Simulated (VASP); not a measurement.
Set up this calculation in VASP 6.6.1, as the native input.

```yaml
Task: relaxation of cell and atoms
Functional: PBEsol
Potentials_or_basis: VASP PAW PBE potentials, release 64 (Zr_sv, S)
Cutoff: 600 eV
k_mesh: 6 × 6 × 6
Occupations: gaussian, width 0.1 eV
Spin: no spin polarisation
Dipole_correction: no
Further_INCAR_settings: ALGO = Normal; EDIFF = 1e-06; IBRION = 2; EDIFFG = -0.005; NSW = 100; ISIF = 3
```

The structure of Zr3S lies in POSCAR:

```
Zr3S
1.0
    5.8729585809      0.0000000000      0.0000000000
   -2.9364792905      5.0861313265      0.0000000000
    0.0000000000      0.0000000000      5.6460723539
Zr S
6 2
Direct
    0.3180738112      0.0000000000      0.0000000000
    0.3180738112      0.3180738112      0.5000000000
    0.0000000000      0.3180738112      0.0000000000
    0.6819261888      0.0000000000      0.5000000000
    0.6819261888      0.6819261888      0.0000000000
    0.0000000000      0.6819261888      0.5000000000
    0.3333333333      0.6666666667      0.2500000000
    0.6666666667      0.3333333333      0.7500000000
```

These files were run (other wordings do the same):

INCAR

```
  PREC = Accurate
  ENCUT = 600
  EDIFF = 1E-6
  ISMEAR = 0
  SIGMA = 0.1
  LREAL = False
  LASPH = True
  NELM = 60
  ALGO = Normal
  ISIF = 3
  LWAVE = False
  LCHARG = False
  GGA = PS
  IBRION = 2
  NSW = 100
  EDIFFG = -0.005
```

KPOINTS

```
Automatic mesh
0
Gamma
  6 6 6
```

Potentials or basis: VASP PAW PBE potentials, release 64 (Zr_sv, S).

Run with:

```bash
$ cat potpaw_PBE.64/Zr_sv/POTCAR potpaw_PBE.64/S/POTCAR > POTCAR
$ mpirun -np 1 vasp_std > vasp.out
```

Results of the run:

The relaxed volume is 21.09 Å³/atom, the relaxed cell is a = 5.844 Å, b = 5.844 Å, c = 5.705 Å, α = 90.00°, β = 90.00°, γ = 120.00° and the space group after relaxing (to 0.05 Å) is P6_322 (No. 182). The energy gained by relaxing is 0.7 meV/atom, the ionic steps are 7 and the pressure after relaxing is 0.0 GPa. The band gap on the k mesh is zero (band 42 reaches 8.85 eV, above the bottom of band 43 at 8.82 eV).

Caveat: the PAW data sets were made with another functional, which shifts forces and pressure a little.

Wall time 25 min on 1 thread of AMD EPYC 7R43 64-Core Processor (Zen 3), with other jobs on the host, peak memory 0.41 GiB.
